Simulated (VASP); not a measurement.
Wanted: the native input for a VASP 6.6.1 run.

```
Task                   : single point
Functional             : PBEsol
Potentials or basis    : VASP PAW PBE potentials, release 64 (Os, Ir)
Cutoff                 : 520 eV
k mesh                 : 12 × 12 × 7
Occupations            : fermi-dirac, width 0.1 eV
Spin                   : no spin polarisation
Dipole correction      : no
Further INCAR settings : ALGO = Normal; EDIFF = 1e-06; NBANDS = 16
```

The structure of IrOs lies in POSCAR:

```
IrOs
1.0
    2.7252068814      0.0000000000      0.0000000000
   -1.3626039374      2.3600989021      0.0000000000
    0.0000000000      0.0000000000      4.3316144470
Os Ir
1 1
Direct
    0.3333333333      0.6666666667      0.0000000000
    0.6666666667      0.3333333333      0.5000000000
```

One way to write it, as run:

INCAR

```
SYSTEM = IrOs
  ALGO = Normal
  EDIFF = 1E-6
  ENCUT = 520
  GGA = PS
  ISIF = 2
  ISMEAR = -1
  LASPH = .True.
  LCHARG = .True.
  LELF = .True.
  LREAL = .False.
  LVHAR = .True.
  LWAVE = .False.
  NBANDS = 16
  NELM = 60
  PREC = Accurate
  SIGMA = 0.1
```

KPOINTS

```
k-points
0
Gamma
  12 12 7
  0 0 0
```

Potentials or basis: VASP PAW PBE potentials, release 64 (Os, Ir).

Command:

```sh
$ cat potpaw_PBE.64/Os/POTCAR potpaw_PBE.64/Ir/POTCAR > POTCAR
$ mpirun -np 1 vasp_std > vasp.out
```

Results of the run:

```
Pressure : 2.3 GPa
```

Caveat: the PAW data sets were made with another functional, which shifts forces and pressure a little.

It took 21 s on 1 thread of Intel(R) Xeon(R) Platinum 8488C (Sapphire Rapids) (shared host), peak memory 0.17 GiB.
